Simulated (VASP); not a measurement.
TiO2, 6 atoms in the cell. It takes space group P4_2/mnm (No. 136, tetragonal). The conventional cell has a = 4.597 Å, b = 4.597 Å, c = 2.954 Å, α = 90.00°, β = 90.00°, γ = 90.00°. Within 2.6 Å of Ti (site symmetry mmm) lie 6 O at 1.95 to 1.98 Å. Within 2.6 Å of O (site symmetry m2m) lie 3 Ti at 1.95 to 1.98 Å and 1 O at 2.54 Å. 

```yaml
Program: VASP 6.6.1
Task: single point
Functional: r2SCAN
Potentials_or_basis: VASP PAW PBE potentials, release 64 (Ti_sv, O)
Cutoff: 520 eV
k_mesh: 6 × 6 × 10
Occupations: gaussian, width 0.02 eV
Spin: no spin polarisation
Dipole_correction: no
Further_INCAR_settings: ALGO = Normal; EDIFF = 1e-06; NBANDS = 33
```

Potentials or basis: VASP PAW PBE potentials, release 64 (Ti_sv, O).

Run with:

```bash
$ cat potpaw_PBE.64/Ti_sv/POTCAR potpaw_PBE.64/O/POTCAR > POTCAR
$ cp INCAR.step1 INCAR
$ mpirun -np 1 vasp_std > vasp.out
$ cp INCAR.step2 INCAR
$ mpirun -np 1 vasp_std > vasp.out
```

Hardware: 1 thread of Intel(R) Xeon(R) 6975P-C (Granite Rapids), on a shared host.

**Question.** How long does it take, and how much memory?

**Answer.** Run time: 3 min on 1 thread of Intel(R) Xeon(R) 6975P-C (Granite Rapids), with other jobs on the host, peak memory 0.24 GiB. Counts: k points 60.
